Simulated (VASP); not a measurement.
# Ba (Im-3m) in VASP: density of states with PBE

Aim: the density of states of Ba with PBE.

Everything below comes from runs of VASP 6.6.1. Logs are shortened: lines on timing, memory, paths and dates and some standing lists are left out, and cuts for length are marked.

### Step 1. The cell of the first run

Symmetry: Im-3m, No. 229, cubic system. Conventional cell: a = 3.851 Å, b = 3.851 Å, c = 3.851 Å, α = 90.00°, β = 90.00°, γ = 90.00°. Ba (site symmetry m-3m) has 14 Ba at 3.33 to 3.85 Å within 4.4 Å.

### Step 2. Density of states, PBE (volume scaled by 0.45)

POSCAR reads:

```
Ba
1.0
   -1.9253504731      1.9253504731      1.9253504731
    1.9253504731     -1.9253504731      1.9253504731
    1.9253504731      1.9253504731     -1.9253504731
Ba
1
Direct
    0.0000000000      0.0000000000      0.0000000000
```

INCAR.step1 reads:

```
  PREC = Accurate
  ENCUT = 520
  EDIFF = 1E-7
  ISMEAR = -1
  SIGMA = 0.08
  LREAL = F
  LASPH = T
  NELM = 80
  ALGO = Normal
  ISIF = 2
  LWAVE = F
  LCHARG = T
  GGA = PE
  NBANDS = 11
```

KPOINTS.step1 reads:

```
regular mesh
0
Gamma
  11 11 11
```

INCAR.step2 reads:

```
  PREC = Accurate
  ENCUT = 520
  EDIFF = 1E-7
  ISMEAR = -5
  SIGMA = 0.08
  LREAL = F
  LASPH = T
  NELM = 80
  ALGO = Normal
  ISIF = 2
  LWAVE = F
  LCHARG = F
  GGA = PE
  LORBIT = 11
  NEDOS = 1001
  ICHARG = 11
```

KPOINTS.step2 reads:

```
regular mesh
0
Gamma
  17 17 17
```

Potentials or basis: VASP PAW PBE potentials, release 64 (Ba_sv).

Run with:

```sh
cat potpaw_PBE.64/Ba_sv/POTCAR > POTCAR
cp INCAR.step1 INCAR
cp KPOINTS.step1 KPOINTS
mpirun -np 1 vasp_std > vasp.out
cp INCAR.step2 INCAR
cp KPOINTS.step2 KPOINTS
mpirun -np 1 vasp_std > vasp.out
```

OUTCAR:

```text
PREC = Accurate
   ENCUT = 520
   EDIFF = 1E-7
   ISMEAR = -5
   LREAL = F
   LASPH = T
   NELM = 80
   ISIF = 2
   GGA = PE
   LORBIT = 11
   ICHARG = 11

 ion  position               nearest neighbor table
   1  0.000  0.000  0.000-

  LATTYP: Found a body centered cubic cell.
 ALAT       =     3.8507009462

  Lattice vectors:

 A1 = (  -1.9253504731,   1.9253504731,   1.9253504731)
 A2 = (   1.9253504731,  -1.9253504731,   1.9253504731)
 A3 = (   1.9253504731,   1.9253504731,  -1.9253504731)

Analysis of symmetry for initial positions (statically):
=====================================================================
 Subroutine PRICEL returns:
 Original cell was already a primitive cell.

 Routine SETGRP: Setting up the symmetry group for a
 body centered cubic supercell.

 Subroutine GETGRP returns: Found 48 space group operations
 (whereof 48 operations were pure point group operations)
 out of a pool of 48 trial point group operations.

The static configuration has the point symmetry O_h .

Analysis of symmetry for dynamics (positions and initial velocities):
=====================================================================
 Subroutine PRICEL returns:
 Original cell was already a primitive cell.

 Routine SETGRP: Setting up the symmetry group for a
 body centered cubic supercell.

 Subroutine GETGRP returns: Found 48 space group operations
 (whereof 48 operations were pure point group operations)
 out of a pool of 48 trial point group operations.

The dynamic configuration has the point symmetry O_h .

 Subroutine INISYM returns: Found 48 space group operations
 (whereof 48 operations are pure point group operations),
 and found     1 'primitive' translations

----------------------------------------------------------------------------------------

                                     Primitive cell

  volume of cell :      28.5489

  direct lattice vectors                    reciprocal lattice vectors
    -1.925350473  1.925350473  1.925350473     0.000000000  0.259692979  0.259692979
     1.925350473 -1.925350473  1.925350473     0.259692979  0.000000000  0.259692979
     1.925350473  1.925350473 -1.925350473     0.259692979  0.259692979  0.000000000

  length of vectors
     3.334804842  3.334804842  3.334804842     0.367261333  0.367261333  0.367261333

  position of ions in fractional coordinates (direct lattice)
     0.000000000  0.000000000  0.000000000

  ion indices of the primitive-cell ions
   primitive index   ion index
                 1           1

----------------------------------------------------------------------------------------

 KPOINTS: regular mesh

Automatic generation of k-mesh.
 Grid dimensions read from file:
 generate k-points for:   17   17   17

 Generating k-lattice:

  Cartesian coordinates                     Fractional coordinates (reciprocal lattice)
     0.000000000  0.015276058  0.015276058     0.058823529  0.000000000  0.000000000
     0.015276058  0.000000000  0.015276058     0.000000000  0.058823529  0.000000000
     0.015276058  0.015276058  0.000000000     0.000000000  0.000000000  0.058823529

  Length of vectors
     0.021603608  0.021603608  0.021603608

  Shift w.r.t. Gamma in fractional coordinates (k-lattice)
     0.000000000  0.000000000  0.000000000

 TETIRR: Found   5734 inequivalent tetrahedra from    29478

 Subroutine IBZKPT returns following result:
 ===========================================

 Found    165 irreducible k-points:

 Following reciprocal coordinates:
            Coordinates               Weight
  0.000000  0.000000  0.000000      1.000000
  0.058824  0.000000  0.000000     12.000000
  0.117647  0.000000  0.000000     12.000000
  0.176471  0.000000  0.000000     12.000000
  0.235294  0.000000  0.000000     12.000000
  0.294118  0.000000  0.000000     12.000000
[... 16 lines left out ...]
  0.411765  0.117647 -0.000000     48.000000
  0.176471  0.176471  0.000000     24.000000
 [... further k-points ...]
   k-points           NKPTS =    165   k-points in BZ     NKDIM =    165   number of bands    NBANDS=      9
   number of dos      NEDOS =   1001   number of ions     NIONS =      1
   total plane-waves  NPLWV =  21952
   dimension x,y,z NGX =    28 NGY =   28 NGZ =   28
   dimension x,y,z NGXF=    56 NGYF=   56 NGZF=   56
   ions per type =               1
   NGX,Y,Z   is equivalent  to a cutoff of  13.96, 13.96, 13.96 a.u.
   NGXF,Y,Z  is equivalent  to a cutoff of  27.92, 27.92, 27.92 a.u.
 SYSTEM =  unknown system
   PREC   = accura    normal or accurate (medium, high low for compatibility)
   ISTART =      0    job   : 0-new  1-cont  2-samecut
   ICHARG =     11    charge: 1-file 2-atom 10-const
   ISPIN  =      1    spin polarized calculation?
   LNONCOLLINEAR =      F non collinear calculations
   LSORBIT =      F    spin-orbit coupling
   LASPH  =      T    aspherical Exc in radial PAW
   ENCUT  =  520.0 eV  38.22 Ry    6.18 a.u.   6.20  6.20  6.20*2*pi/ulx,y,z
   NELM   =     80;   NELMIN=  2; NELMDL=  0     # of ELM steps
   EDIFF  = 0.1E-06   stopping-criterion for ELM
   LREAL  =      F    real-space projection
   EDIFFG = 0.1E-05   stopping-criterion for IOM
   NSW    =      0    number of steps for IOM
   IBRION =     -1    ionic relax: 0-MD 1-quasi-New 2-CG
   NFREE  =      0    steps in history (QN), initial steepest desc. (CG)
   ISIF   =      2    stress and relaxation
   ISYM   =      2    0-nonsym 1-usesym 2-fastsym
   POTIM  = 0.5000    time-step for ionic-motion
   TEBEG  =    0.0;   TEEND  =   0.0 temperature during run
   PSTRESS=    0.0 pullay stress
   NELECT =      10.0000    total number of electrons
   NUPDOWN=      -1.0000    fix difference up-down
   EMIN   =  10.00;   EMAX   =-10.00  energy-range for DOS
   EFERMI =   0.00;   METHOD = LEGACY
   ISMEAR =    -5;   SIGMA  =   0.08  broadening in eV -4-tet -1-fermi 0-gaus
   EFERMI_NEDOS =   21; number of points for ismear=-14 and -15
   IALGO  =     38    algorithm
   IMIX   =      4    mixing-type and parameters
     AMIX     =   0.40;   BMIX     =  1.00
     AMIX_MAG =   1.60;   BMIX_MAG =  1.00
  volume/ion in A,a.u.               =      28.55       192.66
  Fermi-wavevector in a.u.,A,eV,Ry     =   1.154016  2.180773 18.119588  1.331752
  Thomas-Fermi vector in A             =   2.290655
   LORBIT       =     11    0 simple, 1 ext, 2 COOP (PROOUT), +10 PAW based schemes
   GGA     = PE    functional components
   LHFCALC =     F    Hartree Fock is set to
   AEXX    =    0.0000 exact exchange contribution
   IVDW    =     0    specifies the selected vdW correction
   LEPSILON=     F    determine dielectric tensor
   LRPA    =     F    only Hartree local field effects (RPA)
 non-spin polarized calculation
 Fermi weights with tetrahedron method with Bloechl corrections
  energy-cutoff  :      520.00
  volume of cell :       28.55
 maximum number of plane-waves:       782
 NGX is ok and might be reduce to    28

 number of electron       9.9999999 magnetization

 Free energy of the ion-electron system (eV)
  ---------------------------------------------------
  ext. energy  EPLUGINS =         0.00000000
  ---------------------------------------------------
  free energy    TOTEN  =        -0.49325571 eV

  energy without entropy =       -0.49325571  energy(sigma->0) =       -0.49325571

 E-fermi :   5.6149     XC(G=0): -10.4612

 val. band max:        5.8068780715   @ k =  -0.3529  -0.4118   0.1176
 cond. band min:       5.5667312092   @ k =  -0.4118  -0.4118   0.1765
 fundamental gap:     -0.2401468623
 Fermi energy:         5.6149176698

 k-point     1 :       0.0000    0.0000    0.0000
  band No.  band energies     occupation
      1     -23.3658      2.00000
      2      -6.3379      2.00000
      3      -6.3379      2.00000
      4      -6.3379      2.00000
      5       3.7788      2.00000
      6       7.9847      0.00000
      7       7.9847      0.00000
      8       7.9847      0.00000
      9      10.8489      0.00000

 k-point     2 :       0.0588    0.0000    0.0000
  band No.  band energies     occupation
      1     -23.3399      2.00000
      2      -6.5078      2.00000
      3      -6.3838      2.00000
      4      -6.3421      2.00000
      5       3.9740      2.00000
      6       7.8399      0.00000
      7       7.9397      0.00000
      8       8.1618      0.00000
      9      10.5243      0.00000

 k-point     3 :       0.1176    0.0000    0.0000
  band No.  band energies     occupation
      1     -23.2647      2.00000
      2      -6.9656      2.00000
      3      -6.5118      2.00000
      4      -6.3541      2.00000
      5       4.4606      2.00000
      6       7.4709      0.00000
      7       7.7736      0.00000
      8       8.6826      0.00000
      9      10.1082      0.00000

 k-point     4 :       0.1765    0.0000    0.0000
  band No.  band energies     occupation
      1     -23.1474      2.00000
      2      -7.5968      2.00000
      3      -6.6968      2.00000
      4      -6.3726      2.00000
      5       4.9207      2.00000
      6       7.0022      0.00000
      7       7.6413      0.00000
      8       9.5185      0.00000
      9      10.0986      0.00000
[... 205 lines left out ...]
 k-point    22 :       0.3529    0.1176    0.0000
  band No.  band energies     occupation
      1     -22.5404      2.00000
      2      -9.8018      2.00000
      3      -7.6450      2.00000
      4      -6.6563      2.00000
      5       4.3778      2.00000
      6       5.8419     -0.04246
      7       9.5550      0.00000
      8      11.2711      0.00000
      9      12.8075      0.00000

 k-point    23 :       0.4118    0.1176   -0.0000
  band No.  band energies     occupation
      1     -22.4795      2.00000
      2      -9.9841      2.00000
      3      -7.7312      2.00000
      4      -6.6689      2.00000
      5       4.2241      2.00000
      6       5.7594     -0.05072
      7      10.1648      0.00000
      8      11.0926      0.00000
      9      13.3548      0.00000

 k-point    24 :       0.1765    0.1765    0.0000
  band No.  band energies     occupation
      1     -22.8059      2.00000
      2      -8.8769      2.00000
      3      -7.2688      2.00000
      4      -6.6534      2.00000
      5       5.4032      2.00750
      6       6.3751      0.00000
      7       7.6167      0.00000
      8       9.8347      0.00000
      9      12.2491      0.00000

 [... further k-points ...]
[... 5 lines left out ...]
  --------------------------------------------------------------------------------------
  -------------------------------------------------------------------------------------
  Total        4.1101844      4.1101844      4.1101844     -0.0000000      0.0000000      0.0000000
  in kB      230.6654304    230.6654304    230.6654304     -0.0000000      0.0000000      0.0000000
  external PRESSURE =     230.6654304 kB  Pullay stress =       0.0000000 kB

 VOLUME and BASIS-vectors are now :
 -----------------------------------------------------------------------------
  energy-cutoff  :      520.00
  volume of cell :       28.55
      direct lattice vectors                 reciprocal lattice vectors
    -1.925350473  1.925350473  1.925350473     0.000000000  0.259692979  0.259692979
     1.925350473 -1.925350473  1.925350473     0.259692979  0.000000000  0.259692979
     1.925350473  1.925350473 -1.925350473     0.259692979  0.259692979  0.000000000

 POSITION                                       TOTAL-FORCE (eV/Angst)
 -----------------------------------------------------------------------------------
      0.00000      0.00000      0.00000        -0.000000     -0.000000      0.000000
 -----------------------------------------------------------------------------------
    total drift:                                0.000000      0.000000     -0.000000

  FREE ENERGIE OF THE ION-ELECTRON SYSTEM (eV)
  ---------------------------------------------------
  free  energy   TOTEN  =        -0.4932557064 eV

  energy  without entropy=       -0.4932557064  energy(sigma->0) =       -0.49325571

 total charge

# of ion       s       p       d       tot
------------------------------------------
    1        2.093   5.441   0.890   8.423
```

Wall time 43 s (1 thread of AMD EPYC 7R43 (Zen 3), shared host); peak memory 0.15 GiB.

What came out:

| Quantity | Value |
| --- | --- |
| Valence electrons inside the program's atomic spheres | Ba 8.42 |

Caveat: spin-orbit coupling is left out, which moves the levels of the heavy elements; tetrahedron occupations give inexact forces and stress in metals.
